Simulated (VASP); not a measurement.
Set up this calculation in VASP 6.6.1, as the native input.

* Task: single point
* Functional: r2SCAN
* Potentials or basis: VASP PAW PBE potentials, release 64 (Ti_sv, Se)
* Cutoff: 520 eV
* k mesh: 11 × 11 × 5
* Occupations: fermi-dirac, width 0.1 eV
* Spin: no spin polarisation
* Dipole correction: no
* Further INCAR settings: ALGO = Normal; EDIFF = 1e-06; NBANDS = 26

The system is TiSe.

```
Ti Se
1.0
     3.25786    0.00000    0.00000
    -1.62893    2.82139    0.00000
     0.00000    0.00000    6.69735
Ti Se
2 2
Direct
  0.33333 0.66667 0.25000
  0.66667 0.33333 0.75000
  0.00000 0.00000 0.00000
  0.00000 0.00000 0.50000
```

These files were run (other wordings do the same):

POSCAR

```
TiSe
1.0
    3.2578614932      0.0000000000      0.0000000000
   -1.6289307466      2.8213908151      0.0000000000
    0.0000000000      0.0000000000      6.6973514230
Ti Se
2 2
Direct
    0.3333333333      0.6666666667      0.2500000000
    0.6666666667      0.3333333333      0.7500000000
    0.0000000000      0.0000000000      0.0000000000
    0.0000000000      0.0000000000      0.5000000000
```

INCAR.step1

```
SYSTEM = TiSe
PREC = Accurate
ENCUT = 520
ISMEAR = -1
SIGMA = 0.1
LREAL = .FALSE.
LASPH = .TRUE.
NELM = 80
NBANDS = 26
GGA = PE
ALGO = Normal
EDIFF = 1E-4
LWAVE = .TRUE.
LCHARG = .FALSE.
```

INCAR.step2

```
SYSTEM = TiSe
PREC = Accurate
ENCUT = 520
EDIFF = 1E-6
ISMEAR = -1
SIGMA = 0.1
LREAL = .FALSE.
LASPH = .TRUE.
NELM = 80
ALGO = Normal
ISIF = 2
LWAVE = .FALSE.
LCHARG = .TRUE.
METAGGA = R2SCAN
LMIXTAU = .TRUE.
LELF = .TRUE.
LVHAR = .TRUE.
NBANDS = 26
ISTART = 1
```

KPOINTS

```
Automatic mesh
0
G
  11 11 5
  0 0 0
```

Potentials or basis: VASP PAW PBE potentials, release 64 (Ti_sv, Se).

Launch:

```bash
$ cat potpaw_PBE.64/Ti_sv/POTCAR potpaw_PBE.64/Se/POTCAR > POTCAR
$ cp INCAR.step1 INCAR
$ mpirun -np 1 vasp_std > vasp.out
$ cp INCAR.step2 INCAR
$ mpirun -np 1 vasp_std > vasp.out
```

Results of the run:

```yaml
Pressure: 20.7 GPa
Band_gap_on_the_k_mesh: zero (bands 18 and 19 overlap by 0.39 eV)
```

Caveat: the cell stands under pressure; the PAW data sets were made with another functional, which shifts forces and pressure a little.

It took 11 min on 1 thread of AMD EPYC 7R13, with other jobs on the host, peak memory 0.19 GiB.
